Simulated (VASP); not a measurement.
Set up this calculation in VASP 6.6.1, as the native input.

| Quantity | Value |
| --- | --- |
| Task | relaxation of cell and atoms |
| Functional | PBE |
| Potentials or basis | VASP PAW PBE potentials, release 64 (Hf_pv) |
| Cutoff | 600 eV |
| k mesh | 16 × 16 × 16 |
| Occupations | fermi-dirac, width 0.08 eV |
| Spin | no spin polarisation |
| Target pressure | 30 GPa |
| Dipole correction | no |
| Further INCAR settings | ALGO = Normal; EDIFF = 1e-06; IBRION = 2; EDIFFG = -0.005; NSW = 60; ISIF = 3 |

The structure of Hf lies in POSCAR:

```
Hf
1.0
    0.0000000000      2.0909652634      2.0909652634
    2.0909652634      0.0000000000      2.0909652634
    2.0909652634      2.0909652634      0.0000000000
Hf
1
Direct
    0.0000000000      0.0000000000      0.0000000000
```

One way to write it, as run:

INCAR

```
SYSTEM = Hf
PREC = Accurate
ENCUT = 600
EDIFF = 1E-6
ISMEAR = -1
SIGMA = 0.08
LREAL = .FALSE.
LASPH = .TRUE.
NELM = 60
ALGO = Normal
ISIF = 3
LWAVE = .FALSE.
LCHARG = .FALSE.
GGA = PE
IBRION = 2
NSW = 60
EDIFFG = -0.005
PSTRESS = 300.0
```

KPOINTS

```
Automatic mesh
0
G
  16 16 16
  0 0 0
```

Potentials or basis: VASP PAW PBE potentials, release 64 (Hf_pv).

Run with:

```sh
$ cat potpaw_PBE.64/Hf_pv/POTCAR > POTCAR
$ mpirun -np 1 vasp_std > vasp.out
```

It gave:

- Relaxed volume: 18.26 Å³/atom
- Relaxed cell: a = 2.956 Å, b = 2.956 Å, c = 2.956 Å, α = 60.00°, β = 60.00°, γ = 60.00°
- Space group after relaxing (to 0.05 Å): Fm-3m (No. 225)
- Energy change on relaxing (the enthalpy is what falls): +4.1 meV/atom
- Ionic steps: 3
- Pressure after relaxing: 30.0 GPa
- Band gap on the k mesh: zero (band 5 reaches 7.70 eV, above the bottom of band 6 at 5.76 eV)

Caveat: the cell is relaxed towards a set pressure, so the enthalpy falls and the energy may rise; spin-orbit coupling is left out, which moves the levels of the heavy elements.

Wall time 52 s on 1 thread of AMD EPYC 7R43 64-Core Processor (Zen 3) (shared host), peak memory 0.13 GiB.
